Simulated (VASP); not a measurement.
# Ge (Cmmm) in VASP: notebook

The runs below take Ge through single point, with PBE+D3(BJ).

All numbers are computed with VASP 6.6.1; they aren't measurements. Logs are shortened: lines on timing, memory, paths and dates and some standing lists are left out, and cuts for length are marked.

### 1 The cell of the first run

It takes space group Cmmm (No. 65, orthorhombic). Conventional cell: a = 2.899 Å, b = 4.828 Å, c = 2.654 Å, α = 90.00°, β = 90.00°, γ = 90.00°. Ge (site symmetry mmm) has 8 Ge at 2.65 to 2.90 Å within 3.5 Å.

### 2 Single point, PBE+D3(BJ)

INCAR

```
SYSTEM = Ge
  ALGO = Normal
  EDIFF = 1E-7
  ENCUT = 520
  GGA = PE
  ISIF = 2
  ISMEAR = 0
  IVDW = 12
  LASPH = .True.
  LCHARG = .False.
  LREAL = .False.
  LWAVE = .False.
  NBANDS = 21
  NELM = 100
  PREC = Accurate
  SIGMA = 0.15
```

KPOINTS

```
k-points
0
Gamma
  14 14 6
  0 0 0
```

POSCAR

```
Ge
1.0
    1.4493113422     -2.4142143482      0.0000000000
    1.4493113422      2.4142143482      0.0000000000
    0.0000000000      0.0000000000      5.3082226130
Ge
2
Direct
    0.5000093749      0.4999906251      0.2500000000
    0.4999906251      0.5000093749      0.7500000000
```

Potentials or basis: VASP PAW PBE potentials, release 64 (Ge_d).

Command:

```
$ cat potpaw_PBE.64/Ge_d/POTCAR > POTCAR
$ mpirun -np 1 vasp_std > vasp.out
```

OUTCAR:

```text
SYSTEM = Ge
   EDIFF = 1E-7
   ENCUT = 520
   GGA = PE
   ISIF = 2
   ISMEAR = 0
   IVDW = 12
   LASPH = .True.
   LREAL = .False.
   NELM = 100
   PREC = Accurate
 IVDW          = 12

 ion  position               nearest neighbor table
   1  0.500  0.500  0.250-   2 2.65   2 2.65
   2  0.500  0.500  0.750-   1 2.65   1 2.65

  LATTYP: Found a base centered orthorhombic cell.
 ALAT       =     2.8986226844
 B/A-ratio  =     1.6657665457
 C/A-ratio  =     1.8312913376

  Lattice vectors:

 A1 = (   1.4493113422,  -2.4142143482,   0.0000000000)
 A2 = (   1.4493113422,   2.4142143482,   0.0000000000)
 A3 = (   0.0000000000,   0.0000000000,   5.3082226130)

Analysis of symmetry for initial positions (statically):
=====================================================================
 Subroutine PRICEL returns:
 Original cell was already a primitive cell.

 Routine SETGRP: Setting up the symmetry group for a
 base centered orthorhombic supercell.

 Subroutine GETGRP returns: Found  8 space group operations
 (whereof  4 operations were pure point group operations)
 out of a pool of  8 trial point group operations.

The static configuration has the point symmetry C_2h.
 The point group associated with its full space group is D_2h.

Analysis of symmetry for dynamics (positions and initial velocities):
=====================================================================
 Subroutine PRICEL returns:
 Original cell was already a primitive cell.

 Routine SETGRP: Setting up the symmetry group for a
 base centered orthorhombic supercell.

 Subroutine GETGRP returns: Found  8 space group operations
 (whereof  4 operations were pure point group operations)
 out of a pool of  8 trial point group operations.

The dynamic configuration has the point symmetry C_2h.
 The point group associated with its full space group is D_2h.

 Subroutine INISYM returns: Found  8 space group operations
 (whereof  4 operations are pure point group operations),
 and found     1 'primitive' translations

----------------------------------------------------------------------------------------

                                     Primitive cell

  volume of cell :      37.1464

  direct lattice vectors                    reciprocal lattice vectors
     1.449311342 -2.414214348  0.000000000     0.344991435 -0.207106714  0.000000000
     1.449311342  2.414214348  0.000000000     0.344991435  0.207106714  0.000000000
     0.000000000  0.000000000  5.308222613     0.000000000  0.000000000  0.188386975

  length of vectors
     2.815836339  2.815836339  5.308222613     0.402383252  0.402383252  0.188386975

  position of ions in fractional coordinates (direct lattice)
     0.500009375  0.499990625  0.250000000
     0.499990625  0.500009375  0.750000000

  ion indices of the primitive-cell ions
   primitive index   ion index
                 1           1
                 2           2

----------------------------------------------------------------------------------------

 KPOINTS: k-points

Automatic generation of k-mesh.
 Grid dimensions read from file:
 generate k-points for:   14   14    6

 Generating k-lattice:

  Cartesian coordinates                     Fractional coordinates (reciprocal lattice)
     0.024642245 -0.014793337  0.000000000     0.071428571  0.000000000  0.000000000
     0.024642245  0.014793337  0.000000000     0.000000000  0.071428571  0.000000000
     0.000000000  0.000000000  0.031397829     0.000000000  0.000000000  0.166666667

  Length of vectors
     0.028741661  0.028741661  0.031397829

  Shift w.r.t. Gamma in fractional coordinates (k-lattice)
     0.000000000  0.000000000  0.000000000

 Subroutine IBZKPT returns following result:
 ===========================================

 Found    228 irreducible k-points:

 Following reciprocal coordinates:
            Coordinates               Weight
  0.000000  0.000000  0.000000      1.000000
  0.071429 -0.000000  0.000000      4.000000
  0.142857  0.000000  0.000000      4.000000
  0.214286  0.000000  0.000000      4.000000
  0.285714  0.000000  0.000000      4.000000
  0.357143 -0.000000  0.000000      4.000000
[... 16 lines left out ...]
  0.214286  0.142857  0.000000      4.000000
  0.285714  0.142857  0.000000      4.000000
 [... further k-points ...]
   k-points           NKPTS =    228   k-points in BZ     NKDIM =    228   number of bands    NBANDS=     21
   number of dos      NEDOS =    301   number of ions     NIONS =      2
   total plane-waves  NPLWV =  23040
   dimension x,y,z NGX =    24 NGY =   24 NGZ =   40
   dimension x,y,z NGXF=    48 NGYF=   48 NGZF=   80
   ions per type =               2
   NGX,Y,Z   is equivalent  to a cutoff of  14.17, 14.17, 12.53 a.u.
   NGXF,Y,Z  is equivalent  to a cutoff of  28.34, 28.34, 25.05 a.u.
 SYSTEM =  Ge
   PREC   = accura    normal or accurate (medium, high low for compatibility)
   ISTART =      0    job   : 0-new  1-cont  2-samecut
   ICHARG =      2    charge: 1-file 2-atom 10-const
   ISPIN  =      1    spin polarized calculation?
   LNONCOLLINEAR =      F non collinear calculations
   LSORBIT =      F    spin-orbit coupling
   LASPH  =      T    aspherical Exc in radial PAW
   ENCUT  =  520.0 eV  38.22 Ry    6.18 a.u.   5.24  5.24  9.87*2*pi/ulx,y,z
   NELM   =    100;   NELMIN=  2; NELMDL= -5     # of ELM steps
   EDIFF  = 0.1E-06   stopping-criterion for ELM
   LREAL  =      F    real-space projection
   EDIFFG = 0.1E-05   stopping-criterion for IOM
   NSW    =      0    number of steps for IOM
   IBRION =     -1    ionic relax: 0-MD 1-quasi-New 2-CG
   NFREE  =      0    steps in history (QN), initial steepest desc. (CG)
   ISIF   =      2    stress and relaxation
   ISYM   =      2    0-nonsym 1-usesym 2-fastsym
   POTIM  = 0.5000    time-step for ionic-motion
   TEBEG  =    0.0;   TEEND  =   0.0 temperature during run
   PSTRESS=    0.0 pullay stress
   NELECT =      28.0000    total number of electrons
   NUPDOWN=      -1.0000    fix difference up-down
   EMIN   =  10.00;   EMAX   =-10.00  energy-range for DOS
   EFERMI =   0.00;   METHOD = LEGACY
   ISMEAR =     0;   SIGMA  =   0.15  broadening in eV -4-tet -1-fermi 0-gaus
   EFERMI_NEDOS =   21; number of points for ismear=-14 and -15
   IALGO  =     38    algorithm
   IMIX   =      4    mixing-type and parameters
     AMIX     =   0.40;   BMIX     =  1.00
     AMIX_MAG =   1.60;   BMIX_MAG =  1.00
  volume/ion in A,a.u.               =      18.57       125.34
  Fermi-wavevector in a.u.,A,eV,Ry     =   1.489894  2.815491 30.201986  2.219783
  Thomas-Fermi vector in A             =   2.602745
   LORBIT       =      0    0 simple, 1 ext, 2 COOP (PROOUT), +10 PAW based schemes
   GGA     = PE    functional components
   LHFCALC =     F    Hartree Fock is set to
   AEXX    =    0.0000 exact exchange contribution
   IVDW    =    12    specifies the selected vdW correction
   LEPSILON=     F    determine dielectric tensor
   LRPA    =     F    only Hartree local field effects (RPA)
 non-spin polarized calculation
 Gauss-broadening in eV      SIGMA  =   0.15
  energy-cutoff  :      520.00
  volume of cell :       37.15
 maximum number of plane-waves:      1016
 NGX is ok and might be reduce to    24
   NGX = 11   NGY = 11   NGZ = 19

 number of electron      28.0000001 magnetization

 Free energy of the ion-electron system (eV)
  ---------------------------------------------------
  ext. energy  EPLUGINS =         0.00000000
  ---------------------------------------------------
  free energy    TOTEN  =        -8.53349203 eV

  energy without entropy =       -8.52476052  energy(sigma->0) =       -8.52912627

 E-fermi :   6.7836     XC(G=0): -11.3119

 val. band max:        6.7770628504   @ k =  -0.3571   0.2143   0.1667
 cond. band min:       6.7851750079   @ k =   0.2857   0.2143   0.3333
 fundamental gap:      0.0081121574
 Fermi energy:         6.7836282803

 k-point     1 :       0.0000    0.0000    0.0000
  band No.  band energies     occupation
      1     -17.9921      2.00000
      2     -17.9061      2.00000
      3     -17.8941      2.00000
      4     -17.8746      2.00000
      5     -17.8640      2.00000
      6     -17.8170      2.00000
[... 13 lines left out ...]
     20      20.5145      0.00000
     21      21.2559      0.00000

 k-point     2 :       0.0714   -0.0000    0.0000
  band No.  band energies     occupation
      1     -17.9888      2.00000
      2     -17.9048      2.00000
      3     -17.8930      2.00000
      4     -17.8707      2.00000
      5     -17.8603      2.00000
      6     -17.8205      2.00000
[... 13 lines left out ...]
     20      19.7938      0.00000
     21      21.7009      0.00000

 k-point     3 :       0.1429    0.0000    0.0000
  band No.  band energies     occupation
      1     -17.9806      2.00000
      2     -17.9031      2.00000
      3     -17.8935      2.00000
      4     -17.8568      2.00000
      5     -17.8469      2.00000
      6     -17.8315      2.00000
[... 13 lines left out ...]
     20      18.9987      0.00000
     21      19.1667      0.00000

 k-point     4 :       0.2143    0.0000    0.0000
  band No.  band energies     occupation
      1     -17.9724      2.00000
      2     -17.9006      2.00000
      3     -17.8989      2.00000
      4     -17.8485      2.00000
      5     -17.8335      2.00000
      6     -17.8243      2.00000
[... 13 lines left out ...]
     20      16.9913      0.00000
     21      19.1816      0.00000

 k-point     5 :       0.2857    0.0000    0.0000
  band No.  band energies     occupation
      1     -17.9691      2.00000
      2     -17.9072      2.00000
      3     -17.8940      2.00000
      4     -17.8675      2.00000
      5     -17.8200      2.00000
      6     -17.8060      2.00000
[... 13 lines left out ...]
     20      16.2853      0.00000
     21      19.8792      0.00000
[... 382 lines left out ...]
     20      19.6086      0.00000
     21      21.2334      0.00000

 k-point    22 :       0.1429    0.1429    0.0000
  band No.  band energies     occupation
      1     -17.9620      2.00000
      2     -17.9055      2.00000
      3     -17.8923      2.00000
      4     -17.8536      2.00000
      5     -17.8240      2.00000
      6     -17.8240      2.00000
[... 13 lines left out ...]
     20      18.9606      0.00000
     21      18.9904      0.00000

 k-point    23 :       0.2143    0.1429    0.0000
  band No.  band energies     occupation
      1     -17.9523      2.00000
      2     -17.8987      2.00000
      3     -17.8901      2.00000
      4     -17.8673      2.00000
      5     -17.8273      2.00000
      6     -17.8085      2.00000
[... 13 lines left out ...]
     20      17.6338      0.00000
     21      19.5999      0.00000

 k-point    24 :       0.2857    0.1429    0.0000
  band No.  band energies     occupation
      1     -17.9492      2.00000
      2     -17.8913      2.00000
      3     -17.8858      2.00000
      4     -17.8803      2.00000
      5     -17.8334      2.00000
      6     -17.7924      2.00000
[... 13 lines left out ...]
     20      16.8909      0.00000
     21      19.7197      0.00000

 [... further k-points ...]

------------------------ aborting loop because EDIFF is reached ----------------------------------------

 Edisp (eV)   -0.71698

 E8    (eV) :    -0.3181

  FORCE on cell =-STRESS in cart. coord.  units (eV):
  Direction    XX          YY          ZZ          XY          YZ          ZX
  --------------------------------------------------------------------------------------
  -------------------------------------------------------------------------------------
  Total      -0.07062     0.37419    -0.36578     0.00000    -0.00000     0.00000
  in kB      -3.04612    16.13929   -15.77659     0.00000    -0.00000     0.00000
  external pressure =       -0.89 kB  Pullay stress =        0.00 kB

 VOLUME and BASIS-vectors are now :
 -----------------------------------------------------------------------------
  energy-cutoff  :      520.00
  volume of cell :       37.15
      direct lattice vectors                 reciprocal lattice vectors
     1.449311342 -2.414214348  0.000000000     0.344991435 -0.207106714  0.000000000
     1.449311342  2.414214348  0.000000000     0.344991435  0.207106714  0.000000000
     0.000000000  0.000000000  5.308222613     0.000000000  0.000000000  0.188386975

 POSITION                                       TOTAL-FORCE (eV/Angst)
 -----------------------------------------------------------------------------------
      1.44931     -0.00005      1.32706         0.000000      0.000026      0.000000
      1.44931      0.00005      3.98117         0.000000     -0.000026     -0.000000
 -----------------------------------------------------------------------------------
    total drift:                                0.000000     -0.000000     -0.000000

  FREE ENERGIE OF THE ION-ELECTRON SYSTEM (eV)
  ---------------------------------------------------
  free  energy   TOTEN  =        -9.2504703044 eV

  energy  without entropy=       -9.2417387921  energy(sigma->0) =       -9.24610455
```

Wall time 96 s (1 thread of Intel Xeon Platinum 8375C at 2.90GHz (Ice Lake), shared host); peak memory 0.27 GiB.

Results:

```
Free energy                : -9.2505 eV
Pressure                   : -0.1 GPa
Band gap on the k mesh     : zero (bands 14 and 15 overlap by 9.10 eV)
Dispersion energy per atom : -0.358 eV
```

[end of part 1 of 2]
